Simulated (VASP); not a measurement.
# Sc (Fm-3m) in VASP: notebook, part 2 of 2

VASP 6.6.1. Earlier steps stand in the parts before.

### 3 Electric field gradients, PBE (22.82 Å³/atom)

This run uses another cell than the first one, of 22.82 Å³/atom.

The input, INCAR:

```
PREC = Accurate ; ENCUT = 520
EDIFF = 1E-8 ; ISMEAR = -1
SIGMA = 0.03 ; LREAL = False
LASPH = True ; NELM = 100
ALGO = Normal ; ISIF = 2
LWAVE = False ; LCHARG = False
GGA = PE ; LEFG = True
NBANDS = 12
```

The input, KPOINTS:

```
Automatic mesh
0
Gamma
  15 15 15
```

The input, POSCAR:

```
Sc
1.0
    0.0000000000      2.2514192660      2.2514192660
    2.2514192660      0.0000000000      2.2514192660
    2.2514192660      2.2514192660      0.0000000000
Sc
1
Direct
    0.0000000000      0.0000000000      0.0000000000
```

Potentials or basis: VASP PAW PBE potentials, release 64 (Sc_sv).

Run with:

```sh
$ cat potpaw_PBE.64/Sc_sv/POTCAR > POTCAR
$ mpirun -np 1 vasp_std > vasp.out
```

OUTCAR:

```text
PREC = Accurate
   ENCUT = 520
   EDIFF = 1E-8
   ISMEAR = -1
   LREAL = False
   LASPH = True
   NELM = 100
   ISIF = 2
   GGA = PE

 ion  position               nearest neighbor table
   1  0.000  0.000  0.000-

  LATTYP: Found a face centered cubic cell.
 ALAT       =     4.5028385320

  Lattice vectors:

 A1 = (   0.0000000000,   2.2514192660,   2.2514192660)
 A2 = (   2.2514192660,   0.0000000000,   2.2514192660)
 A3 = (   2.2514192660,   2.2514192660,   0.0000000000)

Analysis of symmetry for initial positions (statically):
=====================================================================
 Subroutine PRICEL returns:
 Original cell was already a primitive cell.

 Routine SETGRP: Setting up the symmetry group for a
 face centered cubic supercell.

 Subroutine GETGRP returns: Found 48 space group operations
 (whereof 48 operations were pure point group operations)
 out of a pool of 48 trial point group operations.

The static configuration has the point symmetry O_h .

Analysis of symmetry for dynamics (positions and initial velocities):
=====================================================================
 Subroutine PRICEL returns:
 Original cell was already a primitive cell.

 Routine SETGRP: Setting up the symmetry group for a
 face centered cubic supercell.

 Subroutine GETGRP returns: Found 48 space group operations
 (whereof 48 operations were pure point group operations)
 out of a pool of 48 trial point group operations.

The dynamic configuration has the point symmetry O_h .

 Subroutine INISYM returns: Found 48 space group operations
 (whereof 48 operations are pure point group operations),
 and found     1 'primitive' translations

----------------------------------------------------------------------------------------

                                     Primitive cell

  volume of cell :      22.8244

  direct lattice vectors                    reciprocal lattice vectors
     0.000000000  2.251419266  2.251419266    -0.222082136  0.222082136  0.222082136
     2.251419266  0.000000000  2.251419266     0.222082136 -0.222082136  0.222082136
     2.251419266  2.251419266  0.000000000     0.222082136  0.222082136 -0.222082136

  length of vectors
     3.183987661  3.183987661  3.183987661     0.384657543  0.384657543  0.384657543

  position of ions in fractional coordinates (direct lattice)
     0.000000000  0.000000000  0.000000000

  ion indices of the primitive-cell ions
   primitive index   ion index
                 1           1

----------------------------------------------------------------------------------------

 KPOINTS: Automatic mesh

Automatic generation of k-mesh.
 Grid dimensions read from file:
 generate k-points for:   15   15   15

 Generating k-lattice:
[... 64 lines left out ...]
   EDIFFG = 0.1E-06   stopping-criterion for IOM
   NSW    =      0    number of steps for IOM
   IBRION =     -1    ionic relax: 0-MD 1-quasi-New 2-CG
   NFREE  =      0    steps in history (QN), initial steepest desc. (CG)
   ISIF   =      2    stress and relaxation
   ISYM   =      2    0-nonsym 1-usesym 2-fastsym
   POTIM  = 0.5000    time-step for ionic-motion
   TEBEG  =    0.0;   TEEND  =   0.0 temperature during run
   PSTRESS=    0.0 pullay stress
   NELECT =      11.0000    total number of electrons
   NUPDOWN=      -1.0000    fix difference up-down
   EMIN   =  10.00;   EMAX   =-10.00  energy-range for DOS
   EFERMI =   0.00;   METHOD = LEGACY
   ISMEAR =    -1;   SIGMA  =   0.03  broadening in eV -4-tet -1-fermi 0-gaus
   EFERMI_NEDOS =   21; number of points for ismear=-14 and -15
   IALGO  =     38    algorithm
   IMIX   =      4    mixing-type and parameters
     AMIX     =   0.40;   BMIX     =  1.00
     AMIX_MAG =   1.60;   BMIX_MAG =  1.00
  volume/ion in A,a.u.               =      22.82       154.03
  Fermi-wavevector in a.u.,A,eV,Ry     =   1.283530  2.425520 22.414907  1.647449
  Thomas-Fermi vector in A             =   2.415777
   LORBIT       =      0    0 simple, 1 ext, 2 COOP (PROOUT), +10 PAW based schemes
   GGA     = PE    functional components
   LHFCALC =     F    Hartree Fock is set to
   AEXX    =    0.0000 exact exchange contribution
   IVDW    =     0    specifies the selected vdW correction
   LEPSILON=     F    determine dielectric tensor
   LRPA    =     F    only Hartree local field effects (RPA)
 non-spin polarized calculation
  energy-cutoff  :      520.00
  volume of cell :       22.82
 maximum number of plane-waves:       628
   NGX = 11   NGY = 11   NGZ = 11

 number of electron      11.0000002 magnetization

 Free energy of the ion-electron system (eV)
  ---------------------------------------------------
  ext. energy  EPLUGINS =         0.00000000
  ---------------------------------------------------
  free energy    TOTEN  =        -6.17844101 eV

  energy without entropy =       -6.17291361  energy(sigma->0) =       -6.17567731

 E-fermi :   4.2108     XC(G=0): -10.1855

 val. band max:        4.2047544262   @ k =  -0.3333   0.4000   0.2000
 cond. band min:       4.2383000708   @ k =   0.4000   0.2667   0.0667
 fundamental gap:      0.0335456446
 Fermi energy:         4.2107999597

 k-point     1 :       0.0000    0.0000    0.0000
  band No.  band energies     occupation
      1     -45.0203      2.00000
      2     -23.3879      2.00000
      3     -23.3879      2.00000
      4     -23.3879      2.00000
      5      -1.1233      2.00000
      6       5.8962      0.00000
      7       5.8962      0.00000
      8       5.8962      0.00000
      9       7.4221      0.00000
     10       7.4221      0.00000
     11      17.1359      0.00000
     12      20.8454      0.00000
[... 331 lines left out ...]
 k-point    24 :       0.2000    0.1333    0.0000
  band No.  band energies     occupation
      1     -44.9912      2.00000
      2     -23.5341      2.00000
      3     -23.4332      2.00000
      4     -23.4291      2.00000
      5      -0.0888      2.00000
      6       5.1295      0.00000
      7       6.2684      0.00000
      8       6.3317      0.00000
      9       6.7678      0.00000
     10       7.6496      0.00000
     11      17.6363      0.00000
     12      18.2060      0.00000

 [... further k-points ...]
[... 5 lines left out ...]
  --------------------------------------------------------------------------------------
  -------------------------------------------------------------------------------------
  Total        0.6344017      0.6344017      0.6344017      0.0000000      0.0000000      0.0000000
  in kB       44.5323655     44.5323655     44.5323655      0.0000000      0.0000000      0.0000000
  external PRESSURE =      44.5323655 kB  Pullay stress =       0.0000000 kB

 VOLUME and BASIS-vectors are now :
 -----------------------------------------------------------------------------
  energy-cutoff  :      520.00
  volume of cell :       22.82
      direct lattice vectors                 reciprocal lattice vectors
     0.000000000  2.251419266  2.251419266    -0.222082136  0.222082136  0.222082136
     2.251419266  0.000000000  2.251419266     0.222082136 -0.222082136  0.222082136
     2.251419266  2.251419266  0.000000000     0.222082136  0.222082136 -0.222082136

 POSITION                                       TOTAL-FORCE (eV/Angst)
 -----------------------------------------------------------------------------------
      0.00000      0.00000      0.00000         0.000000      0.000000     -0.000000
 -----------------------------------------------------------------------------------
    total drift:                                0.000000     -0.000000     -0.000000

  FREE ENERGIE OF THE ION-ELECTRON SYSTEM (eV)
  ---------------------------------------------------
  free  energy   TOTEN  =        -6.1784410073 eV

  energy  without entropy=       -6.1729136106  energy(sigma->0) =       -6.17567731

 Electric field gradients (V/A^2)
---------------------------------------------------------------------
 ion       V_xx      V_yy      V_zz      V_xy      V_xz      V_yz
---------------------------------------------------------------------
   1      -0.000    -0.000    -0.000     0.000     0.000     0.000
---------------------------------------------------------------------

 Electric field gradients after diagonalization (V/A^2)
 (convention: |V_zz| > |V_xx| > |V_yy|)
----------------------------------------------------------------------
 ion       V_xx      V_yy      V_zz     asymmetry (V_yy - V_xx)/ V_zz
----------------------------------------------------------------------
   1      -0.000    -0.000     0.001       0.000
----------------------------------------------------------------------

           NMR quadrupolar parameters

 Cq : quadrupolar parameter    Cq=e*Q*V_zz/h
 eta: asymmetry parameters     (V_yy - V_xx)/ V_zz
 Q  : nuclear electric quadrupole moment in mb (millibarn)
----------------------------------------------------------------------
 ion       Cq(MHz)       eta       Q (mb)
----------------------------------------------------------------------
   1       0.000       0.000       1.000
----------------------------------------------------------------------
```

stdout:

```text
POSCAR found type information on POSCAR Sc
 POSCAR found :  1 types and       1 ions
 scaLAPACK will be used
 LDA part: xc-table for (Slater+PW92), standard interpolation
 POSCAR, INCAR and KPOINTS ok, starting setup
 FFT: planning ... GRIDC
 FFT: planning ... GRID_SOFT
 FFT: planning ... GRID
 WAVECAR not read
 entering main loop
ion   1
```

It took 22 s on 1 thread of Intel Xeon Platinum 8259CL at 2.50GHz (Skylake/Cascade Lake), shared host; peak memory 0.15 GiB.

What came out:

```yaml
Free_energy: -6.1784 eV
Pressure: 4.5 GPa
Band_gap_on_the_k_mesh: zero (an odd number of electrons rules out a gap without spin polarisation)
Largest_electric_field_gradient_by_atom: zero within the noise of the run
```

Caveat: the cell stands under pressure.

### 4 Electric field gradients, PBE

This run uses another cell than the first one, of 23.41 Å³/atom.

The input, INCAR:

```
ALGO = Normal
EDIFF = 1E-8
ENCUT = 520
GGA = PE
ISIF = 2
ISMEAR = -1
LASPH = T
LCHARG = F
LEFG = T
LREAL = F
LWAVE = F
NBANDS = 12
NELM = 60
PREC = Accurate
SIGMA = 0.03
```

The input, KPOINTS:

```
k-points
0
Gamma
  15 15 15
```

The input, POSCAR:

```
Sc
1.0
    0.0000000000      2.2705000000      2.2705000000
    2.2705000000      0.0000000000      2.2705000000
    2.2705000000      2.2705000000      0.0000000000
Sc
1
Direct
    0.0000000000      0.0000000000      0.0000000000
```

Potentials or basis: VASP PAW PBE potentials, release 64 (Sc_sv).

Run with:

```sh
$ cat potpaw_PBE.64/Sc_sv/POTCAR > POTCAR
$ mpirun -np 1 vasp_std > vasp.out
```

OUTCAR:

```text
EDIFF = 1E-8
   ENCUT = 520
   GGA = PE
   ISIF = 2
   ISMEAR = -1
   LASPH = T
   LREAL = F
   NELM = 60
   PREC = Accurate

 ion  position               nearest neighbor table
   1  0.000  0.000  0.000-

  LATTYP: Found a face centered cubic cell.
 ALAT       =     4.5410000000

  Lattice vectors:

 A1 = (   0.0000000000,   2.2705000000,   2.2705000000)
 A2 = (   2.2705000000,   0.0000000000,   2.2705000000)
 A3 = (   2.2705000000,   2.2705000000,   0.0000000000)

Analysis of symmetry for initial positions (statically):
=====================================================================
 Subroutine PRICEL returns:
 Original cell was already a primitive cell.

 Routine SETGRP: Setting up the symmetry group for a
 face centered cubic supercell.

 Subroutine GETGRP returns: Found 48 space group operations
[... 539 lines left out ...]
  external PRESSURE =      28.6869032 kB  Pullay stress =       0.0000000 kB

 VOLUME and BASIS-vectors are now :
 -----------------------------------------------------------------------------
  energy-cutoff  :      520.00
  volume of cell :       23.41
      direct lattice vectors                 reciprocal lattice vectors
     0.000000000  2.270500000  2.270500000    -0.220215811  0.220215811  0.220215811
     2.270500000  0.000000000  2.270500000     0.220215811 -0.220215811  0.220215811
     2.270500000  2.270500000  0.000000000     0.220215811  0.220215811 -0.220215811

 POSITION                                       TOTAL-FORCE (eV/Angst)
 -----------------------------------------------------------------------------------
      0.00000      0.00000      0.00000         0.000000      0.000000      0.000000
 -----------------------------------------------------------------------------------
    total drift:                                0.000000     -0.000000     -0.000000

  FREE ENERGIE OF THE ION-ELECTRON SYSTEM (eV)
  ---------------------------------------------------
  free  energy   TOTEN  =        -6.1920197709 eV

  energy  without entropy=       -6.1861062868  energy(sigma->0) =       -6.18906303

 Electric field gradients (V/A^2)
---------------------------------------------------------------------
 ion       V_xx      V_yy      V_zz      V_xy      V_xz      V_yz
---------------------------------------------------------------------
   1       0.000     0.000     0.000     0.000     0.000     0.000
---------------------------------------------------------------------

 Electric field gradients after diagonalization (V/A^2)
 (convention: |V_zz| > |V_xx| > |V_yy|)
----------------------------------------------------------------------
 ion       V_xx      V_yy      V_zz     asymmetry (V_yy - V_xx)/ V_zz
----------------------------------------------------------------------
   1      -0.000    -0.000     0.000       0.000
----------------------------------------------------------------------

           NMR quadrupolar parameters

 Cq : quadrupolar parameter    Cq=e*Q*V_zz/h
 eta: asymmetry parameters     (V_yy - V_xx)/ V_zz
 Q  : nuclear electric quadrupole moment in mb (millibarn)
----------------------------------------------------------------------
 ion       Cq(MHz)       eta       Q (mb)
----------------------------------------------------------------------
   1       0.000       0.000       1.000
----------------------------------------------------------------------
```

OSZICAR:

```text
N       E                     dE             d eps       ncg     rms          rms(c)
DAV:   1     0.726589199572E+02    0.72659E+02   -0.50763E+03  2896   0.897E+02
DAV:   2    -0.544101882329E+01   -0.78100E+02   -0.76565E+02  2884   0.284E+02
DAV:   3    -0.681394702124E+01   -0.13729E+01   -0.13430E+01  3824   0.494E+01
DAV:   4    -0.683563319808E+01   -0.21686E-01   -0.21658E-01  3616   0.487E+00
DAV:   5    -0.683603020340E+01   -0.39701E-03   -0.39698E-03  3876   0.659E-01    0.557E+00
DAV:   6    -0.626749735668E+01    0.56853E+00   -0.85780E-01  4320   0.134E+01    0.166E+00
DAV:   7    -0.619635030490E+01    0.71147E-01   -0.16525E-01  4544   0.564E+00    0.546E-01
DAV:   8    -0.619252951691E+01    0.38208E-02   -0.12993E-02  3528   0.163E+00    0.167E-01
DAV:   9    -0.619203134299E+01    0.49817E-03   -0.20290E-03  4312   0.663E-01    0.324E-02
DAV:  10    -0.619202095548E+01    0.10388E-04   -0.75328E-05  4464   0.111E-01    0.726E-03
DAV:  11    -0.619201951625E+01    0.14392E-05   -0.31909E-06  4456   0.270E-02    0.916E-04
DAV:  12    -0.619201976222E+01   -0.24597E-06   -0.44979E-08  4420   0.266E-03    0.202E-04
DAV:  13    -0.619201977092E+01   -0.86936E-08   -0.29036E-09  1916   0.787E-04
   1 F= -.61920198E+01 E0= -.61890630E+01  d E =-.591348E-02
```

stdout:

```text
POSCAR found type information on POSCAR Sc
 POSCAR found :  1 types and       1 ions
 scaLAPACK will be used
 LDA part: xc-table for (Slater+PW92), standard interpolation
 POSCAR, INCAR and KPOINTS ok, starting setup
 FFT: planning ... GRIDC
 FFT: planning ... GRID_SOFT
 FFT: planning ... GRID
 WAVECAR not read
 entering main loop
ion   1
```

Run time: 20 s. Hardware: 1 thread of Intel Xeon Platinum 8259CL at 2.50GHz (Skylake/Cascade Lake), shared host; peak memory 0.16 GiB.

What came out:

```
Free energy                             : -6.1920 eV
Pressure                                : 2.9 GPa
Band gap on the k mesh                  : zero (an odd number of electrons rules out a gap without spin polarisation)
Largest electric field gradient by atom : zero within the noise of the run
```

Levels at points of the mesh, in eV from the Fermi level:
```
           k point  band 2  band 3  band 4  band 5  band 6  band 7  band 8  band 9
(0.00, 0.00, 0.00)  -27.68  -27.68  -27.68   -5.29    1.65    1.65    1.65    3.13
```

### 5 The runs side by side

```tsv
cell	gap on the mesh (eV)	pressure (GPa)
a = 3.157 Å, angles 60.0°, 1 atom	none	6.2
a = 3.184 Å, angles 60.0°, 1 atom	none	4.5
a = 3.211 Å, angles 60.0°, 1 atom	none	2.9
```

Alike in all rows: task electric field gradients; level PBE; potentials or basis VASP PAW PBE potentials, release 64 (Sc_sv); no spin polarisation; k mesh 15 × 15 × 15; cutoff (eV) 520; smearing fermi-dirac 0.03 eV.

Caveats: the cell stands under pressure (at least some runs).

Total energies depend on the potentials used, so only differences within one code and one set of settings carry meaning.
